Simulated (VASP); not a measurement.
Here is a VASP 6.6.1 calculation.

The input INCAR:

```
SYSTEM = S
ALGO = Normal
EDIFF = 1E-7
EDIFFG = -0.005
ENCUT = 600
GGA = PE
IBRION = 2
ISIF = 4
ISMEAR = -1
LASPH = .TRUE.
LCHARG = .FALSE.
LREAL = .FALSE.
LWAVE = .FALSE.
NELM = 100
NSW = 50
PREC = Accurate
SIGMA = 0.1
```

The input KPOINTS:

```
k-points
0
G
  8 8 11
  0 0 0
```

The input POSCAR:

```
S
1.0
    5.8651353904      0.0000000000      0.0000000000
   -2.9325676952      5.0793562447      0.0000000000
    0.0000000000      0.0000000000      1.8490394570
S
3
Direct
    0.0000000000      0.0000000000      0.0000000000
    0.3333333333      0.6666666667      0.5000000000
    0.6666666667      0.3333333333      0.5000000000
```

Potentials or basis: VASP PAW PBE potentials, release 64 (S).

The run is started by

```console
$ cat potpaw_PBE.64/S/POTCAR > POTCAR
$ mpirun -np 1 vasp_std > vasp.out
```

Task: Estimate the band gap on the k mesh.

Result: Zero (bands 9 and 10 overlap by 2.28 eV).

Step by step:
```csv
step,energy change (eV),largest force (eV/Å),pressure (GPa),volume (Å³)
1,0.0000,0.0000,35.06,55.08
2,-1.0539,0.0000,-6.69,55.08
3,-1.6389,0.0000,5.32,55.08
4,-1.6386,0.0000,4.93,55.08
5,-1.6390,0.0000,5.15,55.08
6,-1.6390,0.0000,5.19,55.08
```

Caveat: a cell axis changed by over 15 % at a fixed basis, so the end point is rough.
